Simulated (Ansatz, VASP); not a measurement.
**One calculation of Te, two programs**

INCAR

```
ALGO     = Normal         # electronic algorithm
EDIFF    = 1E-6           # SCF threshold, eV
ENCUT    = 400            # plane-wave cutoff, eV
GGA      = PE             # functional
GGA_COMPAT= False        
ISIF     = 2              # what is computed and relaxed
ISMEAR   = 0              # smearing method
ISPIN    = 2              # spin polarisation
IVDW     = 12             # dispersion correction
LASPH    = True           # aspherical terms in the spheres
LCHARG   = True           # write CHGCAR
LELF     = True           # ELF
LORBIT   = 11             # projections on sites
LREAL    = False          # projectors in reciprocal space
LVHAR    = True         
LWAVE    = False          # write WAVECAR
MAGMOM   = 2              # initial moments
NBANDS   = 13             # bands
NELM     = 200            # most SCF steps
NELMDL   = -8           
PREC     = Accurate       # precision mode
SIGMA    = 0.005          # smearing width, eV
```

Contents of KPOINTS:

```
k-points
0
Gamma
  1 1 1
```

Contents of POSCAR:

```
Te
1.0
   10.5000000000      0.0000000000      0.0000000000
    0.0000000000     11.0000000000      0.0000000000
    0.0000000000      0.0000000000     11.5000000000
Te
1
Direct
    0.5000000000      0.5045454500      0.5000000000
```

Input for Ansatz:

```yaml
crystal:
  lattice:
    - [10.5, 0.0, 0.0]
    - [0.0, 11.0, 0.0]
    - [0.0, 0.0, 11.5]
  atoms:
    - { symbol: Te, position: [0.5, 0.50454545, 0.5], spin: 2.0 }
magnetization:
  spin_polarized: true
hamiltonian:
  xc: pbe
  dispersion: d3bj
kpoints:
  mp_grid: { grid: [1, 1, 1] }
scf:
  occupations: { method: gaussian, width: 0.005 }
  max_iter: 140
  lower_state_search: "off"
output:
  forces: true
basis:
  ecutwfc: 550
```

Alike in both runs: task single point; functional PBE; dispersion D3(BJ); k mesh 1 × 1 × 1; occupations gaussian, width 0.005 eV; collinear spin.

```csv
,VASP,Ansatz
version,VASP 6.6.1,Ansatz 0.2.0
potentials or method,"VASP PAW PBE potentials, release 64 (Te), cutoff 400 eV","scalar-relativistic, plane waves, PAW"
valence electrons in the cell,6,16
```

|  | VASP | Ansatz | Ansatz less VASP |
| --- | --- | --- | --- |
| net moment per atom (μB) | 2.00 | 2.00 | 0.000 |
| size of the moment on the site where the two differ most (μB) | 0.95 | 2.00 | +1.045 |

Site moments also hang on the region over which each program counts them. VASP's potentials hold 6 valence electrons a cell and Ansatz's 16, so a difference there can come from the potentials and not from the codes. Ansatz's warnings: stability check not made.

Neither program's run includes spin-orbit coupling.
